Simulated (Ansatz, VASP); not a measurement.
## One calculation of SnMo, two programs

```
Sn Mo
1.0
     0.00000    3.08305    3.08305
     3.08305    0.00000    3.08305
     3.08305    3.08305    0.00000
Sn Mo
1 1
Direct
  0.00000 0.00000 0.00000
  0.25000 0.25000 0.25000
```

Alike in both runs: functional PBE; k mesh 16 × 16 × 16; occupations gaussian, width 0.1 eV; no spin polarisation.

Ansatz relaxed the structure, and its values are those at the end. VASP's run is a single point on that final structure, the one shown.

```csv
,VASP,Ansatz
version,VASP 6.6.1,Ansatz 0.2.0
potentials or method,"VASP PAW PBE potentials, release 64 (Sn_d, Mo_sv), cutoff 520 eV","scalar-relativistic, plane waves, PAW"
valence electrons in the cell,28,28
```

```csv
,VASP,Ansatz,Ansatz less VASP
gap on the k mesh at the Fermi level (eV),none,none,-
pressure (GPa),0.0,0.0,-0.03
```

A gap of «none» marks a metal or a gap that the smearing closes.
